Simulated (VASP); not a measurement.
Pd: single point with LDA

Crystal: Pd.

```
CELL_PARAMETERS angstrom
-1.48650 1.48650 1.48650
1.48650 -1.48650 1.48650
1.48650 1.48650 -1.48650
ATOMIC_POSITIONS crystal
Pd 0.00000 0.00000 0.00000
```

This cell differs from its parent crystal: volume scaled by 0.92.

| Item | Value |
| --- | --- |
| Program | VASP 6.6.1 |
| Task | single point |
| Functional | LDA |
| Potentials or basis | VASP PAW LDA potentials, release 64 (Pd) |
| Cutoff | 520 eV |
| k mesh | 16 × 16 × 16 |
| Occupations | fermi-dirac, width 0.1 eV |
| Spin | no spin polarisation |
| Dipole correction | no |
| Further INCAR settings | ALGO = Normal; EDIFF = 1e-07; NBANDS = 11 |

```
Pressure               : 23.2 GPa
Band gap on the k mesh : zero (band 5 reaches 12.49 eV, above the bottom of band 6 at 10.42 eV)
```

Levels at points of the mesh, in eV from the Fermi level:
```tsv
k point	band 3	band 4	band 5	band 6	band 7	band 8
(0.00, 0.00, 0.00)	-3.59	-3.59	-1.17	-1.17	19.46	19.46
(0.50, 0.00, 0.00)	-1.24	-0.85	0.77	1.11	8.97	15.27
(0.50, 0.50, 0.50)	0.29	0.29	0.29	9.56	9.56	9.56
```

Run time: 7.1 s on 1 thread of Intel(R) Xeon(R) 6975P-C (Granite Rapids), with other jobs on the host, peak memory 0.13 GiB.
